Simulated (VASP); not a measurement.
# Na (Pmmn) in VASP: a series of runs

Runs on Na. Level: PBEsol. Tasks: single point.

Everything below comes from runs of VASP 6.6.1. Logs are shortened: lines on timing, memory, paths and dates and some standing lists are left out, and cuts for length are marked.

## Step 1: The cell of the first run

Symmetry: Pmmn, No. 59, orthorhombic system. The conventional cell has a = 3.820 Å, b = 5.355 Å, c = 3.820 Å, α = 90.00°, β = 90.00°, γ = 90.00°. Within 4.6 Å of Na (site symmetry mm2) lie 12 Na at 3.35 to 4.56 Å.

## Step 2: Single point, PBEsol (atoms displaced along a vibrational mode, the cell strained)

The input, INCAR:

```
SYSTEM = Na
ALGO = Fast ; EDIFF = 1E-6
ENCUT = 520 ; GGA = PS
ISIF = 2 ; ISMEAR = 0
LASPH = .TRUE. ; LCHARG = .TRUE.
LELF = .TRUE. ; LREAL = .FALSE.
LVHAR = .TRUE. ; LWAVE = .FALSE.
NBANDS = 14 ; NELM = 100
PREC = Accurate ; SIGMA = 0.15
```

The input, KPOINTS:

```
k-points
0
G
  12 12 10
  0 0 0
```

The input, POSCAR:

```
Na
1.0
    0.0000000000     -3.8203225084      0.0000000000
   -3.8203225084      0.0000000000      0.0000000000
    0.0000000000      0.0000000000     -5.3547884087
Na
2
Direct
    0.5000000000      0.6642007968      0.5000000000
    0.0000000000     -0.1642007968      0.0000000000
```

Potentials or basis: VASP PAW PBE potentials, release 64 (Na_pv).

The run is started by

```bash
$ cat potpaw_PBE.64/Na_pv/POTCAR > POTCAR
$ mpirun -np 1 vasp_std > vasp.out
```

OUTCAR:

```text
SYSTEM = Na
   EDIFF = 1E-6
   ENCUT = 520
   GGA = PS
   ISIF = 2
   ISMEAR = 0
   LASPH = .TRUE.
   LREAL = .FALSE.
   NELM = 100
   PREC = Accurate

 ion  position               nearest neighbor table
   1  0.500  0.664  0.500-
   2  0.000  0.836  0.000-

  LATTYP: Found a simple tetragonal cell.
 ALAT       =     3.8203225084
 C/A-ratio  =     1.4016587335

  Lattice vectors:

 A1 = (   0.0000000000,  -3.8203225084,   0.0000000000)
 A2 = (  -3.8203225084,   0.0000000000,   0.0000000000)
 A3 = (   0.0000000000,   0.0000000000,  -5.3547884087)

Analysis of symmetry for initial positions (statically):
=====================================================================
 Subroutine PRICEL returns:
 Original cell was already a primitive cell.

 Routine SETGRP: Setting up the symmetry group for a
 simple tetragonal supercell.

 Subroutine GETGRP returns: Found  8 space group operations
 (whereof  4 operations were pure point group operations)
 out of a pool of 16 trial point group operations.

The static configuration has the point symmetry C_2v.
 The point group associated with its full space group is D_2h.

Analysis of symmetry for dynamics (positions and initial velocities):
=====================================================================
 Subroutine PRICEL returns:
 Original cell was already a primitive cell.

 Routine SETGRP: Setting up the symmetry group for a
 simple tetragonal supercell.

 Subroutine GETGRP returns: Found  8 space group operations
 (whereof  4 operations were pure point group operations)
 out of a pool of 16 trial point group operations.

The dynamic configuration has the point symmetry C_2v.
 The point group associated with its full space group is D_2h.

 Subroutine INISYM returns: Found  8 space group operations
 (whereof  4 operations are pure point group operations),
 and found     1 'primitive' translations

----------------------------------------------------------------------------------------

                                     Primitive cell

  volume of cell :      78.1524

  direct lattice vectors                    reciprocal lattice vectors
     0.000000000 -3.820322508  0.000000000     0.000000000 -0.261758005  0.000000000
    -3.820322508  0.000000000  0.000000000    -0.261758005  0.000000000  0.000000000
     0.000000000  0.000000000 -5.354788409     0.000000000  0.000000000 -0.186748742

  length of vectors
     3.820322508  3.820322508  5.354788409     0.261758005  0.261758005  0.186748742

  position of ions in fractional coordinates (direct lattice)
     0.500000000  0.664200797  0.500000000
     0.000000000  0.835799203  0.000000000

  ion indices of the primitive-cell ions
   primitive index   ion index
                 1           1
                 2           2

----------------------------------------------------------------------------------------

 KPOINTS: k-points

Automatic generation of k-mesh.
 Grid dimensions read from file:
 generate k-points for:   12   12   10

 Generating k-lattice:

  Cartesian coordinates                     Fractional coordinates (reciprocal lattice)
     0.000000000 -0.021813167  0.000000000     0.083333333  0.000000000  0.000000000
    -0.021813167  0.000000000  0.000000000     0.000000000  0.083333333  0.000000000
     0.000000000  0.000000000 -0.018674874     0.000000000  0.000000000  0.100000000

  Length of vectors
     0.021813167  0.021813167  0.018674874

  Shift w.r.t. Gamma in fractional coordinates (k-lattice)
     0.000000000  0.000000000  0.000000000

 Subroutine IBZKPT returns following result:
 ===========================================

 Found    294 irreducible k-points:

 Following reciprocal coordinates:
            Coordinates               Weight
  0.000000  0.000000  0.000000      1.000000
  0.083333  0.000000  0.000000      2.000000
  0.000000  0.083333  0.000000      2.000000
  0.166667  0.000000  0.000000      2.000000
  0.000000  0.166667  0.000000      2.000000
  0.250000  0.000000  0.000000      2.000000
[... 16 lines left out ...]
  0.500000  0.083333  0.000000      2.000000
 -0.083333  0.500000  0.000000      2.000000
 [... further k-points ...]
   k-points           NKPTS =    294   k-points in BZ     NKDIM =    294   number of bands    NBANDS=     14
   number of dos      NEDOS =    301   number of ions     NIONS =      2
   total plane-waves  NPLWV =  31360
   dimension x,y,z NGX =    28 NGY =   28 NGZ =   40
   dimension x,y,z NGXF=    56 NGYF=   56 NGZF=   80
   ions per type =               2
   NGX,Y,Z   is equivalent  to a cutoff of  12.18, 12.18, 12.42 a.u.
   NGXF,Y,Z  is equivalent  to a cutoff of  24.37, 24.37, 24.84 a.u.
 SYSTEM =  Na
   PREC   = accura    normal or accurate (medium, high low for compatibility)
   ISTART =      0    job   : 0-new  1-cont  2-samecut
   ICHARG =      2    charge: 1-file 2-atom 10-const
   ISPIN  =      1    spin polarized calculation?
   LNONCOLLINEAR =      F non collinear calculations
   LSORBIT =      F    spin-orbit coupling
   LASPH  =      T    aspherical Exc in radial PAW
   ENCUT  =  520.0 eV  38.22 Ry    6.18 a.u.   7.10  7.10  9.96*2*pi/ulx,y,z
   NELM   =    100;   NELMIN=  2; NELMDL= -5     # of ELM steps
   EDIFF  = 0.1E-05   stopping-criterion for ELM
   LREAL  =      F    real-space projection
   EDIFFG = 0.1E-04   stopping-criterion for IOM
   NSW    =      0    number of steps for IOM
   IBRION =     -1    ionic relax: 0-MD 1-quasi-New 2-CG
   NFREE  =      0    steps in history (QN), initial steepest desc. (CG)
   ISIF   =      2    stress and relaxation
   ISYM   =      2    0-nonsym 1-usesym 2-fastsym
   POTIM  = 0.5000    time-step for ionic-motion
   TEBEG  =    0.0;   TEEND  =   0.0 temperature during run
   PSTRESS=    0.0 pullay stress
   NELECT =      14.0000    total number of electrons
   NUPDOWN=      -1.0000    fix difference up-down
   EMIN   =  10.00;   EMAX   =-10.00  energy-range for DOS
   EFERMI =   0.00;   METHOD = LEGACY
   ISMEAR =     0;   SIGMA  =   0.15  broadening in eV -4-tet -1-fermi 0-gaus
   EFERMI_NEDOS =   21; number of points for ismear=-14 and -15
   IALGO  =     68    algorithm
   IMIX   =      4    mixing-type and parameters
     AMIX     =   0.40;   BMIX     =  1.00
     AMIX_MAG =   1.60;   BMIX_MAG =  1.00
  volume/ion in A,a.u.               =      39.08       263.70
  Fermi-wavevector in a.u.,A,eV,Ry     =   0.922862  1.743956 11.587730  0.851674
  Thomas-Fermi vector in A             =   2.048435
   LORBIT       =      0    0 simple, 1 ext, 2 COOP (PROOUT), +10 PAW based schemes
   GGA     = PS    functional components
   LHFCALC =     F    Hartree Fock is set to
   AEXX    =    0.0000 exact exchange contribution
   IVDW    =     0    specifies the selected vdW correction
   LEPSILON=     F    determine dielectric tensor
   LRPA    =     F    only Hartree local field effects (RPA)
 non-spin polarized calculation
 RMM-DIIS sequential band-by-band and
 Gauss-broadening in eV      SIGMA  =   0.15
  energy-cutoff  :      520.00
  volume of cell :       78.15
 maximum number of plane-waves:      2124
   NGX = 15   NGY = 15   NGZ = 19

 number of electron      13.9999984 magnetization

 Free energy of the ion-electron system (eV)
  ---------------------------------------------------
  ext. energy  EPLUGINS =         0.00000000
  ---------------------------------------------------
  free energy    TOTEN  =        -2.60566427 eV

  energy without entropy =       -2.59424107  energy(sigma->0) =       -2.59995267

 E-fermi :   0.1584     XC(G=0):  -6.3515

 val. band max:        0.1516663892   @ k =  -0.2500   0.5000   0.1000
 cond. band min:       0.1627943204   @ k =   0.4167   0.0833   0.5000
 fundamental gap:      0.0111279312
 Fermi energy:         0.1583631246

 k-point     1 :       0.0000    0.0000    0.0000
  band No.  band energies     occupation
      1     -24.8241      2.00000
      2     -24.7841      2.00000
      3     -24.7630      2.00000
      4     -24.7579      2.00000
      5     -24.7575      2.00000
      6     -24.7563      2.00000
      7      -3.0075      2.00000
      8       1.8900      0.00000
      9       2.4960      0.00000
     10       6.5388      0.00000
     11       6.8816      0.00000
     12       6.9589      0.00000
     13       7.7245      0.00000
     14      10.7299      0.00000

 k-point     2 :       0.0833    0.0000    0.0000
  band No.  band energies     occupation
      1     -24.8228      2.00000
      2     -24.7848      2.00000
      3     -24.7628      2.00000
      4     -24.7595      2.00000
      5     -24.7586      2.00000
      6     -24.7563      2.00000
      7      -2.9335      2.00000
      8       1.9541      0.00000
      9       2.5551      0.00000
     10       5.4757      0.00000
     11       6.9269      0.00000
     12       7.1501      0.00000
     13       8.7560      0.00000
     14       9.7347      0.00000

 k-point     3 :       0.0000    0.0833    0.0000
  band No.  band energies     occupation
      1     -24.8239      2.00000
      2     -24.7840      2.00000
      3     -24.7642      2.00000
      4     -24.7588      2.00000
      5     -24.7575      2.00000
      6     -24.7563      2.00000
      7      -2.9340      2.00000
      8       1.9546      0.00000
      9       2.5659      0.00000
     10       5.3816      0.00000
     11       7.0206      0.00000
     12       7.1774      0.00000
     13       8.7117      0.00000
     14       9.9188      0.00000

 k-point     4 :       0.1667    0.0000    0.0000
  band No.  band energies     occupation
      1     -24.8192      2.00000
      2     -24.7864      2.00000
      3     -24.7638      2.00000
      4     -24.7620      2.00000
      5     -24.7616      2.00000
      6     -24.7563      2.00000
      7      -2.7121      2.00000
      8       2.1469      0.00000
      9       2.6933      0.00000
     10       4.2072      0.00000
     11       7.0367      0.00000
     12       7.3563      0.00000
     13       8.4020      0.00000
     14       9.9800      0.00000

 k-point     5 :       0.0000    0.1667    0.0000
  band No.  band energies     occupation
      1     -24.8234      2.00000
      2     -24.7837      2.00000
      3     -24.7672      2.00000
      4     -24.7611      2.00000
      5     -24.7575      2.00000
      6     -24.7561      2.00000
      7      -2.7139      2.00000
      8       2.1484      0.00000
      9       2.7660      0.00000
     10       4.0349      0.00000
     11       7.2061      0.00000
[... 276 lines left out ...]
 k-point    22 :      -0.0833    0.4167    0.0000
  band No.  band energies     occupation
      1     -24.8205      2.00000
      2     -24.7837      2.00000
      3     -24.7775      2.00000
      4     -24.7702      2.00000
      5     -24.7583      2.00000
      6     -24.7568      2.00000
      7      -1.1306      2.00000
      8       0.5880      0.00005
      9       3.5557      0.00000
     10       4.3282      0.00000
     11       5.2281      0.00000
     12       5.8077      0.00000
     13       7.5760      0.00000
     14       9.0264      0.00000

 k-point    23 :       0.5000    0.0833    0.0000
  band No.  band energies     occupation
      1     -24.7893      2.00000
      2     -24.7893      2.00000
      3     -24.7870      2.00000
      4     -24.7870      2.00000
      5     -24.7587      2.00000
      6     -24.7587      2.00000
      7      -0.3398      2.00000
      8      -0.3398      2.00000
      9       4.2829      0.00000
     10       4.2829      0.00000
     11       5.1816      0.00000
     12       5.1816      0.00000
     13       8.1131      0.00000
     14       8.1131      0.00000

 k-point    24 :      -0.0833    0.5000    0.0000
  band No.  band energies     occupation
      1     -24.8203      2.00000
      2     -24.7838      2.00000
      3     -24.7785      2.00000
      4     -24.7710      2.00000
      5     -24.7583      2.00000
      6     -24.7568      2.00000
      7      -0.4845      2.00000
      8      -0.1881      1.99891
      9       4.0568      0.00000
     10       4.5920      0.00000
     11       5.0353      0.00000
     12       5.0608      0.00000
     13       8.0047      0.00000
     14       8.4173      0.00000

 [... further k-points ...]
[... 5 lines left out ...]
  --------------------------------------------------------------------------------------
  -------------------------------------------------------------------------------------
  Total       -0.6909370      0.1851733      0.6233430      0.0000000      0.0000000      0.0000000
  in kB      -14.1646770      3.7961781     12.7789534      0.0000000      0.0000000      0.0000000
  external PRESSURE =       0.8034848 kB  Pullay stress =       0.0000000 kB

 VOLUME and BASIS-vectors are now :
 -----------------------------------------------------------------------------
  energy-cutoff  :      520.00
  volume of cell :       78.15
      direct lattice vectors                 reciprocal lattice vectors
     0.000000000 -3.820322508  0.000000000     0.000000000 -0.261758005  0.000000000
    -3.820322508  0.000000000  0.000000000    -0.261758005  0.000000000  0.000000000
     0.000000000  0.000000000 -5.354788409     0.000000000  0.000000000 -0.186748742

 POSITION                                       TOTAL-FORCE (eV/Angst)
 -----------------------------------------------------------------------------------
     -2.53746     -1.91016     -2.67739         0.192675      0.000000      0.000000
     -3.19302      0.00000      0.00000        -0.192675      0.000000      0.000000
 -----------------------------------------------------------------------------------
    total drift:                               -0.000000     -0.000000     -0.000000

  FREE ENERGIE OF THE ION-ELECTRON SYSTEM (eV)
  ---------------------------------------------------
  free  energy   TOTEN  =        -2.6056642750 eV

  energy  without entropy=       -2.5942410744  energy(sigma->0) =       -2.59995267
```

It took 86 s on 1 thread of Intel Xeon 6975P-C (Granite Rapids), shared host; peak memory 0.34 GiB.

What came out:

```yaml
Free_energy: -2.6057 eV
Pressure: 0.1 GPa
Largest_force: 0.193 eV/Å
Band_gap_on_the_k_mesh: zero (bands 7 and 8 overlap by 4.44 eV)
```

Forces on the atoms (eV/Å):
```
Na   0.193  0.000  0.000
Na  -0.193  0.000  0.000
```

Stress tensor (GPa, compression positive):
```
-1.42  0.00  0.00
 0.00  0.38  0.00
 0.00  0.00  1.28
```

Levels at points of the mesh, in eV from the Fermi level:
```csv
k point,band 4,band 5,band 6,band 7,band 8,band 9,band 10,band 11
"(0.00, 0.00, 0.00)",-24.92,-24.92,-24.91,-3.17,1.73,2.34,6.38,6.72
"(0.50, 0.00, 0.00)",-24.95,-24.92,-24.92,-0.57,-0.57,4.06,4.06,4.98
"(0.00, 0.50, 0.00)",-24.93,-24.92,-24.91,-0.72,-0.41,3.84,4.36,4.84
"(0.50, 0.50, 0.00)",-24.95,-24.93,-24.93,1.76,1.76,2.11,2.11,6.01
"(0.00, 0.00, 0.50)",-24.93,-24.92,-24.92,-1.83,-1.83,7.24,7.24,7.81
"(0.50, 0.00, 0.50)",-24.92,-24.92,-24.92,0.51,0.51,0.96,0.96,9.40
"(0.00, 0.50, 0.50)",-24.93,-24.93,-24.93,0.58,0.58,0.87,0.87,9.54
"(0.50, 0.50, 0.50)",-24.93,-24.92,-24.92,2.62,2.62,3.14,3.14,3.23
```

Caveat: the cell differs from its parent crystal (atoms displaced along a vibrational mode, the cell strained); the PAW data sets were made with another functional, which shifts forces and pressure a little.

(Part 1 of 2 ends here.)

The gap in the log of VASP goes by the Fermi energy; the results here count the filled bands.